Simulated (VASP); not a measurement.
Set up this calculation in VASP 6.6.1, as the native input.

```yaml
Task: single point
Functional: PBE
Potentials_or_basis: VASP PAW PBE potentials, release 64 (In_d, Sb)
Cutoff: 520 eV
k_mesh: 8 × 8 × 14
Occupations: gaussian, width 0.02 eV
Spin: no spin polarisation
Dipole_correction: no
Further_INCAR_settings: ALGO = Normal; EDIFF = 1e-06; NBANDS = 26
```

The structure of InSb lies in POSCAR:

```
InSb
1.0
    5.9204200000      0.0000000000      0.0000000000
    0.0000000000      5.9380040000      0.0000000000
    0.0000000000      0.0000000000      3.2224990000
In Sb
2 2
Direct
    0.0000000000      0.0000000000      0.0088050000
    0.5000000000      0.5000000000      0.9911950000
    0.0000000000      0.5000000000      0.2769970000
    0.5000000000      0.0000000000      0.7230030000
```

The input as run:

INCAR

```
SYSTEM = InSb
PREC = Accurate ; ENCUT = 520
EDIFF = 1E-6 ; ISMEAR = 0
SIGMA = 0.02 ; LREAL = .FALSE.
LASPH = .TRUE. ; NELM = 100
ALGO = Normal ; ISIF = 2
LWAVE = .FALSE. ; LCHARG = .FALSE.
GGA = PE ; NBANDS = 26
```

KPOINTS

```
Automatic mesh
0
G
  8 8 14
  0 0 0
```

Potentials or basis: VASP PAW PBE potentials, release 64 (In_d, Sb).

Launch:

```console
$ cat potpaw_PBE.64/In_d/POTCAR potpaw_PBE.64/Sb/POTCAR > POTCAR
$ mpirun -np 1 vasp_std > vasp.out
```

It gave:

```json
{
  "Pressure": "0.0 GPa",
  "Largest force": "0.056 eV/Å",
  "Band gap on the k mesh": "zero (bands 18 and 19 overlap by 2.69 eV)"
}
```

Caveat: spin-orbit coupling is left out, which moves the levels of the heavy elements.

Run time: 2.7 min on 1 thread of Intel(R) Xeon(R) 6975P-C (Granite Rapids), on a shared host, peak memory 0.61 GiB.
